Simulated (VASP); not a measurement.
Wanted: the native input for a VASP 6.6.1 run.

- Task: single point
- Functional: PBE
- Potentials or basis: VASP PAW PBE potentials, release 64 (Mg, Cd, Te)
- Cutoff: 520 eV
- k mesh: 6 × 6 × 6
- Occupations: gaussian, width 0.02 eV
- Spin: no spin polarisation
- Dipole correction: no
- Further INCAR settings: ALGO = Normal; EDIFF = 1e-07; NBANDS = 41

The structure of MgCd3Te4 lies in POSCAR:

```
MgCd3Te4
1.0
   -3.2953227955      3.2953227955      6.5904730229
    3.2953227955     -3.2953227955      6.5904730229
    3.2953227955      3.2953227955     -6.5904730229
Mg Cd Te
1 3 4
Direct
    0.0000000000      0.0000000000      0.0000000000
    0.7500000000      0.2500000000      0.5000000000
    0.5000000000      0.5000000000      0.0000000000
    0.2500000000      0.7500000000      0.5000000000
    0.8766016996      0.3706408876      0.0000000000
    0.6293591124      0.6293591124      0.5059608120
    0.3706408876      0.8766016996      0.0000000000
    0.1233983004      0.1233983004      0.4940391880
```

These files were run (other wordings do the same):

INCAR

```
SYSTEM = MgCd3Te4
PREC = Accurate
ENCUT = 520
EDIFF = 1E-7
ISMEAR = 0
SIGMA = 0.02
LREAL = .False.
LASPH = .True.
NELM = 80
ALGO = Normal
ISIF = 2
LWAVE = .False.
LCHARG = .False.
GGA = PE
NBANDS = 41
```

KPOINTS

```
regular mesh
0
Gamma
  6 6 6
  0 0 0
```

Potentials or basis: VASP PAW PBE potentials, release 64 (Mg, Cd, Te).

The run is started by

```bash
$ cat potpaw_PBE.64/Mg/POTCAR potpaw_PBE.64/Cd/POTCAR potpaw_PBE.64/Te/POTCAR > POTCAR
$ mpirun -np 1 vasp_std > vasp.out
```

It gave:

| Property | Result |
| --- | --- |
| Pressure | 0.1 GPa |
| Largest force | 0.018 eV/Å |
| Band gap on the k mesh | 1.01 eV |

Caveat: spin-orbit coupling is left out, which moves the levels of the heavy elements.

It took 11 min on 1 thread of AMD EPYC 7R13 Processor (Zen 3) (shared host), peak memory 0.66 GiB.
